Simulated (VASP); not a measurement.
Wanted: the native input for a VASP 6.6.1 run.

| Property | Result |
| --- | --- |
| Task | single point |
| Functional | PBE |
| Potentials or basis | VASP PAW PBE potentials, release 64 (Mg, B) |
| Cutoff | 520 eV |
| k mesh | 6 × 6 × 6 |
| Occupations | gaussian, width 0.1 eV |
| Spin | no spin polarisation |
| Dipole correction | no |
| Further INCAR settings | ALGO = Normal; EDIFF = 1e-06; NBANDS = 18 |

The structure of MgB5 lies in POSCAR:

```
MgB5
1.0
    1.8591713300      1.0733930679      4.0982920581
   -1.8591713300      1.0733930679      4.0982920581
    0.0000000000     -2.1467861357      4.0982920581
Mg B
1 5
Direct
    0.7431917381      0.7431917381      0.7431917381
    0.0927562126      0.6036774329      0.0927562126
    0.0927562126      0.0927562126      0.6036774329
    0.6036774329      0.0927562126      0.0927562126
    0.5164868539      0.5164868539      0.5164868539
    0.3701286300      0.3701286300      0.3701286300
```

The cell was built from a structure type or drawn by symmetry, and may not be a known phase.

One way to write it, as run:

INCAR

```
SYSTEM = MgB5
PREC     = Accurate       ! precision mode
ENCUT    = 520            ! plane-wave cutoff, eV
EDIFF    = 1E-6           ! SCF threshold, eV
ISMEAR   = 0              ! smearing method
SIGMA    = 0.1            ! smearing width, eV
LREAL    = .False.        ! projectors in reciprocal space
LASPH    = .True.         ! aspherical terms in the spheres
NELM     = 80             ! most SCF steps
ALGO     = Normal         ! electronic algorithm
ISIF     = 2              ! what is computed and relaxed
LWAVE    = .False.        ! write WAVECAR
LCHARG   = .True.         ! write CHGCAR
GGA      = PE             ! functional
LELF     = .True.         ! ELF
LVHAR    = .True.       
NBANDS   = 18             ! bands
```

KPOINTS

```
Automatic mesh
0
Gamma
  6 6 6
  0 0 0
```

Potentials or basis: VASP PAW PBE potentials, release 64 (Mg, B).

Run with:

```console
$ cat potpaw_PBE.64/Mg/POTCAR potpaw_PBE.64/B/POTCAR > POTCAR
$ mpirun -np 1 vasp_std > vasp.out
```

It gave:

```yaml
Pressure: -0.2 GPa
Largest_force: 0.015 eV/Å
Band_gap_on_the_k_mesh: zero (an odd number of electrons rules out a gap without spin polarisation)
```

It took 24 s on 1 thread of Intel(R) Xeon(R) 6975P-C (Granite Rapids), on a shared host, peak memory 0.2 GiB.
